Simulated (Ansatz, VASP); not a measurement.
## V: VASP beside Ansatz

The input INCAR:

```
ALGO     = Normal         # electronic algorithm
EDIFF    = 1E-6           # SCF threshold, eV
ENCUT    = 500            # plane-wave cutoff, eV
GGA      = RE             # functional
GGA_COMPAT= False        
ISIF     = 2              # what is computed and relaxed
ISMEAR   = 0              # smearing method
ISPIN    = 2              # spin polarisation
LASPH    = True           # aspherical terms in the spheres
LCHARG   = True           # write CHGCAR
LELF     = True           # ELF
LMAXMIX  = 4              # l up to which the mixer works
LORBIT   = 11             # projections on sites
LREAL    = False          # projectors in reciprocal space
LVHAR    = True         
LWAVE    = False          # write WAVECAR
MAGMOM   = 0.51           # initial moments
NBANDS   = 16             # bands
NELM     = 200            # most SCF steps
PREC     = Accurate       # precision mode
SIGMA    = 0.1            # smearing width, eV
```

File KPOINTS:

```
k-points
0
Gamma
  6 6 6
```

Contents of POSCAR:

```
V
1.0
   -1.5130000000      1.5130000000      1.5130000000
    1.5130000000     -1.5130000000      1.5130000000
    1.5130000000      1.5130000000     -1.5130000000
V
1
Direct
    0.0000000000      0.0000000000      0.0000000000
```

Input for Ansatz:

```yaml
crystal:
  lattice:
    - [-1.513, 1.513, 1.513]
    - [1.513, -1.513, 1.513]
    - [1.513, 1.513, -1.513]
  atoms:
    - { symbol: V, position: [0.0, 0.0, 0.0], spin: 0.51 }
basis:
  ecutwfc: 420
kpoints:
  mp_grid: { grid: [6, 6, 6] }
hamiltonian:
  xc: revpbe
scf:
  occupations: { method: gaussian, width: 0.1 }
  lower_state_search: "off"
output:
  forces: true
  stress: true
  eigenvalues: true
  populations: true
magnetization:
  spin_polarized: true
```

Alike in both runs: task single point; functional revPBE; k mesh 6 × 6 × 6; occupations gaussian, width 0.1 eV; collinear spin.

|  | VASP | Ansatz |
| --- | --- | --- |
| version | VASP 6.6.1 | Ansatz 0.2.0 |
| potentials or method | VASP PAW PBE potentials, release 64 (V_sv), cutoff 500 eV | scalar-relativistic, plane waves, PAW |
| valence electrons in the cell | 13 | 13 |

Ansatz gave:

```
gap on the k mesh at the Fermi level (eV)                     : none
pressure (GPa)                                                : -0.6
net moment per atom (μB)                                      : 0.63
size of the moment on the site where the two differ most (μB) : 0.47
```

Task: What did VASP give for the same quantities?

Result: gap on the k mesh at the Fermi level (eV): none; pressure (GPa): -0.5; net moment per atom (μB): 0.63; size of the moment on the site where the two differ most (μB): 0.50.

VASP's potentials were made for PBE, not for revPBE. Site moments also hang on the region over which each program counts them. A gap of «none» marks a metal or a gap that the smearing closes. The functional is the same, so the differences come from potentials, cutoffs and numerics.

The k mesh is coarse, so the values compare programs but aren't converged.
